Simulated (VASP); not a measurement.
# AlFe3B in VASP: notebook

Aim: see how the results for AlFe3B move with the level of theory and the settings. Levels: PBEsol, PBE. Tasks: single point, relaxation of cell and atoms.

Program: VASP 6.6.1. These are calculated values, not measurements. Logs are shortened: lines on timing, memory, paths and dates and some standing lists are left out, and cuts for length are marked.

### 1 The cell of the first run

The structure is tetragonal, space group P4/mmm (No. 123). The conventional cell has a = 3.861 Å, b = 3.861 Å, c = 3.822 Å, α = 90.00°, β = 90.00°, γ = 90.00°. Within 2.5 Å of Fe (site symmetry 4/mmm) lie 2 B at 1.91 Å. Fe (site symmetry mmm) has 2 B at 1.93 Å within 2.6 Å. Al (site symmetry 4/mmm) has 12 Fe at 2.72 to 2.73 Å and 8 B at 3.33 Å within 3.6 Å. Within 2.5 Å of B (site symmetry 4/mmm) lie 6 Fe at 1.91 to 1.93 Å.

### 2 Single point, PBEsol, collinear spin, ferromagnetic start

The input, INCAR:

```
SYSTEM = AlFe3B
PREC = Accurate
ENCUT = 520
EDIFF = 1E-6
ISMEAR = -1
SIGMA = 0.05
LREAL = .FALSE.
LASPH = .TRUE.
NELM = 150
ALGO = Normal
ISIF = 2
LWAVE = .FALSE.
LCHARG = .TRUE.
ISPIN = 2
MAGMOM = 3 3 3 0 0
LORBIT = 11
LMAXMIX = 4
GGA = PS
LELF = .TRUE.
LVHAR = .TRUE.
NBANDS = 27
```

The input, KPOINTS:

```
regular mesh
0
G
  6 6 6
  0 0 0
```

The input, POSCAR:

```
AlFe3B
1.0
    3.8605452200      0.0000000000      0.0000000000
    0.0000000000      3.8605452200      0.0000000000
    0.0000000000      0.0000000000      3.8223220000
Fe Al B
3 1 1
Direct
    0.0000000000      0.0000000000      0.5000000000
    0.0000000000      0.5000000000      0.0000000000
    0.5000000000      0.0000000000      0.0000000000
    0.5000000000      0.5000000000      0.5000000000
    0.0000000000      0.0000000000      0.0000000000
```

Potentials or basis: VASP PAW PBE potentials, release 64 (Fe, Al, B).

Launch:

```sh
$ cat potpaw_PBE.64/Fe/POTCAR potpaw_PBE.64/Al/POTCAR potpaw_PBE.64/B/POTCAR > POTCAR
$ mpirun -np 1 vasp_std > vasp.out
```

OUTCAR:

```text
SYSTEM = AlFe3B
   PREC = Accurate
   ENCUT = 520
   EDIFF = 1E-6
   ISMEAR = -1
   LREAL = .FALSE.
   LASPH = .TRUE.
   NELM = 150
   ISIF = 2
   ISPIN = 2
   LORBIT = 11
   GGA = PS

 ion  position               nearest neighbor table
   1  0.000  0.000  0.500-   5 1.91   5 1.91   2 2.72   2 2.72   3 2.72   3 2.72   2 2.72   2 2.72
                             3 2.72   3 2.72   4 2.73   4 2.73   4 2.73   4 2.73
   2  0.000  0.500  0.000-   5 1.93   5 1.93   1 2.72   1 2.72   4 2.72   1 2.72   4 2.72   1 2.72
                             4 2.72   4 2.72   3 2.73   3 2.73   3 2.73   3 2.73
   3  0.500  0.000  0.000-   5 1.93   5 1.93   1 2.72   1 2.72   4 2.72   4 2.72   4 2.72   1 2.72
                             4 2.72   1 2.72   2 2.73   2 2.73   2 2.73   2 2.73
   4  0.500  0.500  0.500-   2 2.72   3 2.72   2 2.72   3 2.72   3 2.72   3 2.72   2 2.72   2 2.72
                             1 2.73   1 2.73   1 2.73   1 2.73
   5  0.000  0.000  0.000-   1 1.91   1 1.91   3 1.93   2 1.93   2 1.93   3 1.93

  LATTYP: Found a simple tetragonal cell.
 ALAT       =     3.8605452200
 C/A-ratio  =     0.9900990099

  Lattice vectors:

 A1 = (   3.8605452200,   0.0000000000,   0.0000000000)
 A2 = (   0.0000000000,   3.8605452200,   0.0000000000)
 A3 = (   0.0000000000,   0.0000000000,   3.8223220000)

Analysis of symmetry for initial positions (statically):
=====================================================================
 Subroutine PRICEL returns:
 Original cell was already a primitive cell.

 Routine SETGRP: Setting up the symmetry group for a
 simple tetragonal supercell.

 Subroutine GETGRP returns: Found 16 space group operations
 (whereof 16 operations were pure point group operations)
 out of a pool of 16 trial point group operations.

The static configuration has the point symmetry D_4h.

Analysis of symmetry for dynamics (positions and initial velocities):
=====================================================================
 Subroutine PRICEL returns:
 Original cell was already a primitive cell.

 Routine SETGRP: Setting up the symmetry group for a
 simple tetragonal supercell.

 Subroutine GETGRP returns: Found 16 space group operations
 (whereof 16 operations were pure point group operations)
 out of a pool of 16 trial point group operations.

The dynamic configuration has the point symmetry D_4h.

Analysis of structural, dynamic, and magnetic symmetry:
=====================================================================
 Subroutine PRICEL returns:
 Original cell was already a primitive cell.

 Routine SETGRP: Setting up the symmetry group for a
 simple tetragonal supercell.

 Subroutine GETGRP returns: Found 16 space group operations
 (whereof 16 operations were pure point group operations)
 out of a pool of 16 trial point group operations.

The overall configuration has the point symmetry D_4h.

 Subroutine INISYM returns: Found 16 space group operations
 (whereof 16 operations are pure point group operations),
 and found     1 'primitive' translations

----------------------------------------------------------------------------------------

                                     Primitive cell

  volume of cell :      56.9672

  direct lattice vectors                    reciprocal lattice vectors
     3.860545220  0.000000000  0.000000000     0.259030770  0.000000000  0.000000000
     0.000000000  3.860545220  0.000000000     0.000000000  0.259030770  0.000000000
     0.000000000  0.000000000  3.822322000     0.000000000  0.000000000  0.261621077

  length of vectors
     3.860545220  3.860545220  3.822322000     0.259030770  0.259030770  0.261621077

  position of ions in fractional coordinates (direct lattice)
     0.000000000  0.000000000  0.500000000
     0.000000000  0.500000000  0.000000000
     0.500000000  0.000000000  0.000000000
     0.500000000  0.500000000  0.500000000
     0.000000000  0.000000000  0.000000000

  ion indices of the primitive-cell ions
   primitive index   ion index
                 1           1
                 2           2
                 3           3
                 4           4
                 5           5

[... 29 lines left out ...]
  0.166667  0.000000  0.000000      4.000000
  0.333333  0.000000  0.000000      4.000000
  0.500000  0.000000  0.000000      2.000000
  0.166667  0.166667  0.000000      4.000000
  0.333333  0.166667  0.000000      8.000000
[... 16 lines left out ...]
  0.333333  0.000000  0.333333      8.000000
  0.500000  0.000000  0.333333      4.000000
 [... further k-points ...]
   k-points           NKPTS =     40   k-points in BZ     NKDIM =     40   number of bands    NBANDS=     27
   number of dos      NEDOS =    301   number of ions     NIONS =      5
   total plane-waves  NPLWV =  25200
   dimension x,y,z NGX =    30 NGY =   30 NGZ =   28
   dimension x,y,z NGXF=    60 NGYF=   60 NGZF=   56
   ions per type =               3   1   1
   NGX,Y,Z   is equivalent  to a cutoff of  12.92, 12.92, 12.18 a.u.
   NGXF,Y,Z  is equivalent  to a cutoff of  25.84, 25.84, 24.36 a.u.
 SYSTEM =  AlFe3B
   PREC   = accura    normal or accurate (medium, high low for compatibility)
   ISTART =      0    job   : 0-new  1-cont  2-samecut
   ICHARG =      2    charge: 1-file 2-atom 10-const
   ISPIN  =      2    spin polarized calculation?
   LNONCOLLINEAR =      F non collinear calculations
   LSORBIT =      F    spin-orbit coupling
   LASPH  =      T    aspherical Exc in radial PAW
   ENCUT  =  520.0 eV  38.22 Ry    6.18 a.u.   7.18  7.18  7.11*2*pi/ulx,y,z
   NELM   =    150;   NELMIN=  2; NELMDL= -5     # of ELM steps
   EDIFF  = 0.1E-05   stopping-criterion for ELM
   LREAL  =      F    real-space projection
   EDIFFG = 0.1E-04   stopping-criterion for IOM
   NSW    =      0    number of steps for IOM
   IBRION =     -1    ionic relax: 0-MD 1-quasi-New 2-CG
   NFREE  =      0    steps in history (QN), initial steepest desc. (CG)
   ISIF   =      2    stress and relaxation
   ISYM   =      2    0-nonsym 1-usesym 2-fastsym
   POTIM  = 0.5000    time-step for ionic-motion
   TEBEG  =    0.0;   TEEND  =   0.0 temperature during run
   PSTRESS=    0.0 pullay stress
   NELECT =      30.0000    total number of electrons
   NUPDOWN=      -1.0000    fix difference up-down
   EMIN   =  10.00;   EMAX   =-10.00  energy-range for DOS
   EFERMI =   0.00;   METHOD = LEGACY
   ISMEAR =    -1;   SIGMA  =   0.05  broadening in eV -4-tet -1-fermi 0-gaus
   EFERMI_NEDOS =   21; number of points for ismear=-14 and -15
   IALGO  =     38    algorithm
   IMIX   =      4    mixing-type and parameters
     AMIX     =   0.40;   BMIX     =  1.00
     AMIX_MAG =   1.60;   BMIX_MAG =  1.00
  volume/ion in A,a.u.               =      11.39        76.89
  Fermi-wavevector in a.u.,A,eV,Ry     =   1.322027  2.498269 23.779664  1.747756
  Thomas-Fermi vector in A             =   2.451738
   LORBIT       =     11    0 simple, 1 ext, 2 COOP (PROOUT), +10 PAW based schemes
   GGA     = PS    functional components
   LHFCALC =     F    Hartree Fock is set to
   AEXX    =    0.0000 exact exchange contribution
   IVDW    =     0    specifies the selected vdW correction
   LEPSILON=     F    determine dielectric tensor
   LRPA    =     F    only Hartree local field effects (RPA)
 spin polarized calculation
  energy-cutoff  :      520.00
  volume of cell :       56.97
 maximum number of plane-waves:      1552
 NGX is ok and might be reduce to    30
   NGX = 15   NGY = 15   NGZ = 15

 number of electron      29.9999958 magnetization       4.1541214

 Free energy of the ion-electron system (eV)
  ---------------------------------------------------
  ext. energy  EPLUGINS =         0.00000000
  ---------------------------------------------------
  free energy    TOTEN  =       -38.63489911 eV

  energy without entropy =      -38.60080047  energy(sigma->0) =      -38.61784979

 E-fermi :   6.2836     XC(G=0): -12.2722

 val. band max:        6.2771919874   @ k =   0.3333   0.0000   0.3333
 cond. band min:       6.2867608235   @ k =   0.1667   0.1667   0.0000
 fundamental gap:      0.0095688360
 Fermi energy:         6.2835525165

 spin component 1

 k-point     1 :       0.0000    0.0000    0.0000
  band No.  band energies     occupation
      1      -4.3841      1.00000
      2      -0.3123      1.00000
      3       2.8231      1.00000
      4       2.8250      1.00000
      5       2.8250      1.00000
      6       2.9987      1.00000
[... 709 lines left out ...]
     26      14.3569      0.00000
     27      14.7166      0.00000

 [... further k-points ...]

 spin component 2

 k-point     1 :       0.0000    0.0000    0.0000
  band No.  band energies     occupation
      1      -4.3810      1.00000
      2      -0.0745      1.00000
      3       3.9044      1.00000
      4       3.9307      1.00000
      5       3.9913      1.00000
      6       3.9913      1.00000
[... 709 lines left out ...]
     26      14.5545      0.00000
     27      15.0776      0.00000

 [... further k-points ...]

------------------------ aborting loop because EDIFF is reached ----------------------------------------

  FORCE on cell =-STRESS in cart. coord.  units (eV):
  Direction    XX          YY          ZZ          XY          YZ          ZX
  --------------------------------------------------------------------------------------
  -------------------------------------------------------------------------------------
  Total       -4.0341854     -4.0341854     -2.9771493      0.0000000      0.0000000      0.0000000
  in kB     -113.4597657   -113.4597657    -83.7310703      0.0000000      0.0000000      0.0000000
  external PRESSURE =    -103.5502006 kB  Pullay stress =       0.0000000 kB

 VOLUME and BASIS-vectors are now :
 -----------------------------------------------------------------------------
  energy-cutoff  :      520.00
  volume of cell :       56.97
      direct lattice vectors                 reciprocal lattice vectors
     3.860545220  0.000000000  0.000000000     0.259030770  0.000000000  0.000000000
     0.000000000  3.860545220  0.000000000     0.000000000  0.259030770  0.000000000
     0.000000000  0.000000000  3.822322000     0.000000000  0.000000000  0.261621077

 POSITION                                       TOTAL-FORCE (eV/Angst)
 -----------------------------------------------------------------------------------
      0.00000      0.00000      1.91116         0.000000      0.000000      0.000000
      0.00000      1.93027      0.00000         0.000000      0.000000      0.000000
      1.93027      0.00000      0.00000         0.000000      0.000000      0.000000
      1.93027      1.93027      1.91116         0.000000      0.000000      0.000000
      0.00000      0.00000      0.00000         0.000000      0.000000      0.000000
 -----------------------------------------------------------------------------------
    total drift:                                0.000000     -0.000000      0.000000

  FREE ENERGIE OF THE ION-ELECTRON SYSTEM (eV)
  ---------------------------------------------------
  free  energy   TOTEN  =       -38.6348991086 eV

  energy  without entropy=      -38.6008004694  energy(sigma->0) =      -38.61784979

 total charge

# of ion       s       p       d       tot
------------------------------------------
    1        0.444   0.596   6.397   7.437
    2        0.438   0.584   6.388   7.410
    3        0.438   0.584   6.388   7.410
    4        0.385   0.343   0.000   0.727
    5        0.800   1.288   0.000   2.088
--------------------------------------------------
tot          2.505   3.394  19.172  25.071

 magnetization (x)

# of ion       s       p       d       tot
------------------------------------------
    1       -0.006  -0.023   1.508   1.479
    2       -0.005  -0.023   1.520   1.493
    3       -0.005  -0.023   1.520   1.493
    4       -0.018  -0.045   0.000  -0.063
    5       -0.019  -0.111   0.000  -0.130
--------------------------------------------------
tot         -0.053  -0.225   4.549   4.271
```

Run time: 88 s. Hardware: 1 thread of Intel Xeon Platinum 8488C (Sapphire Rapids), shared host; peak memory 0.24 GiB.

What came out:

| Quantity | Value |
| --- | --- |
| Free energy | -38.6349 eV |
| Pressure | -10.4 GPa |
| Net moment | 4.15 μB per cell |
| Site moments | Fe +1.48, +1.49 (each value once); Al -0.06; B -0.13 μB |
| Valence electrons inside the program's atomic spheres | Fe 7.44, 7.41 (each value once); Al 0.73; B 2.09 |

Caveat: the cell stands under tension; the PAW data sets were made with another functional, which shifts forces and pressure a little.

### 3 Single point, PBEsol, collinear spin, ferromagnetic start

This run uses another cell than the first one, of 11.62 Å³/atom.

The input, INCAR:

```
SYSTEM = AlFe3B
PREC     = Accurate       ! precision mode
ENCUT    = 520            ! plane-wave cutoff, eV
EDIFF    = 1E-6           ! SCF threshold, eV
ISMEAR   = -1             ! smearing method
SIGMA    = 0.05           ! smearing width, eV
LREAL    = .FALSE.        ! projectors in reciprocal space
LASPH    = .TRUE.         ! aspherical terms in the spheres
NELM     = 150            ! most SCF steps
ALGO     = Normal         ! electronic algorithm
ISIF     = 2              ! what is computed and relaxed
LWAVE    = .FALSE.        ! write WAVECAR
LCHARG   = .FALSE.        ! write CHGCAR
ISPIN    = 2              ! spin polarisation
MAGMOM   = 3 3 3 0 0      ! initial moments
LORBIT   = 11             ! projections on sites
LMAXMIX  = 4              ! l up to which the mixer works
GGA      = PS             ! functional
NBANDS   = 27             ! bands
```

The input, KPOINTS:

```
Automatic mesh
0
G
  6 6 6
  0 0 0
```

Edit POSCAR of step 2 so:

```diff
@@ -2,4 +2,4 @@
 1.0
-    3.8605452200      0.0000000000      0.0000000000
-    0.0000000000      3.8605452200      0.0000000000
+    3.8987684400      0.0000000000      0.0000000000
+    0.0000000000      3.8987684400      0.0000000000
     0.0000000000      0.0000000000      3.8223220000
```

Potentials or basis: VASP PAW PBE potentials, release 64 (Fe, Al, B).

Launch:

```sh
$ cat potpaw_PBE.64/Fe/POTCAR potpaw_PBE.64/Al/POTCAR potpaw_PBE.64/B/POTCAR > POTCAR
$ mpirun -np 1 vasp_std > vasp.out
```

It took 81 s on 1 thread of Intel Xeon Platinum 8488C (Sapphire Rapids), shared host; peak memory 0.24 GiB.

The run converged. Its results:

- Free energy: -38.5408 eV
- Pressure: -13.3 GPa
- Net moment: 4.20 μB per cell
- Site moments: Fe +1.49, +1.52 (each value once); Al -0.06; B -0.13 μB
- Valence electrons inside the program's atomic spheres: Fe 7.41, 7.36 (each value once); Al 0.72; B 2.06

Stress tensor (GPa, compression positive):
```
-15.18   0.00   0.00
  0.00 -15.18   0.00
  0.00   0.00  -9.63
```

Levels at points of the mesh, in eV from the Fermi level:
Spin up:
```tsv
k point	band 14	band 15	band 16	band 17	band 18	band 19	band 20	band 21
(0.00, 0.00, 0.00)	-1.07	-1.04	-0.37	-0.33	-0.26	-0.26	4.16	4.59
(0.50, 0.00, 0.00)	-1.42	-1.12	-0.92	-0.26	1.66	1.81	3.75	4.15
(0.50, 0.50, 0.00)	-1.30	-1.27	-1.15	-0.91	0.19	0.19	3.54	6.51
(0.00, 0.00, 0.50)	-1.47	-1.13	-0.93	-0.33	1.86	1.86	3.70	4.33
(0.50, 0.00, 0.50)	-1.25	-1.24	-1.14	-0.86	0.27	0.28	3.58	6.34
(0.50, 0.50, 0.50)	-1.89	-1.36	-1.31	-0.43	-0.43	-0.38	1.94	2.21
```
Spin down:
```
           k point  band 11  band 12  band 13  band 14  band 15  band 16
(0.00, 0.00, 0.00)     0.14     0.17     0.17     0.18     0.23     1.20
(0.50, 0.00, 0.00)    -0.48    -0.19     0.10     0.15     0.24     0.50
(0.50, 0.50, 0.00)    -0.62    -0.62    -0.39    -0.01     0.33     0.67
(0.00, 0.00, 0.50)    -0.33    -0.19     0.13     0.14     0.14     0.50
(0.50, 0.00, 0.50)    -0.70    -0.55    -0.30     0.06     0.35     0.70
(0.50, 0.50, 0.50)    -0.85    -0.75    -0.63    -0.63     0.54     0.62
```

Caveat: the cell stands under tension; the PAW data sets were made with another functional, which shifts forces and pressure a little.

[end of part 1 of 3]
